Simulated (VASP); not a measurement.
Crystal: Be3V.

```
CELL_PARAMETERS angstrom
0.00000 2.59633 2.59633
2.59633 0.00000 2.59633
2.59633 2.59633 0.00000
ATOMIC_POSITIONS crystal
Be 0.50000 0.50000 0.50000
Be 0.25000 0.25000 0.25000
Be 0.75000 0.75000 0.75000
V 0.00000 0.00000 0.00000
```

The cell was built from a structure type or drawn by symmetry, and may not be a known phase.

```yaml
Program: VASP 6.6.1
Task: relaxation of cell and atoms
Functional: PBE
Potentials_or_basis: VASP PAW PBE potentials, release 64 (Be, V_sv)
Cutoff: 600 eV
k_mesh: 6 × 6 × 6
Occupations: gaussian, width 0.1 eV
Spin: collinear spin, ferromagnetic start
Starting_moments: "[0.0, 0.0, 0.0, 2.0] μB"
```

At the start: pressure 12.2 GPa; volume 8.75 Å³/atom.

Q: How do energy, volume and symmetry change on relaxing?

A: Over 3 steps the energy falls by 25.7 meV/atom and the volume is 9.47 Å³/atom (+8.2 %); space group Fm-3m (No. 225, to 0.1 Å) before and after; moment 0.58 μB per cell.

Step by step:
```csv
step,energy change (eV),largest force (eV/Å),pressure (GPa),volume (Å³)
1,0.0000,0.0000,12.20,35.00
2,-0.0987,0.0000,-2.11,38.49
3,-0.1028,0.0000,0.04,37.86
```

Final structure:
```
Be V
1.0
     0.00000    2.66521    2.66521
     2.66521    0.00000    2.66521
     2.66521    2.66521    0.00000
Be V
3 1
Direct
  0.50000 0.50000 0.50000
  0.25000 0.25000 0.25000
  0.75000 0.75000 0.75000
  0.00000 0.00000 0.00000
```
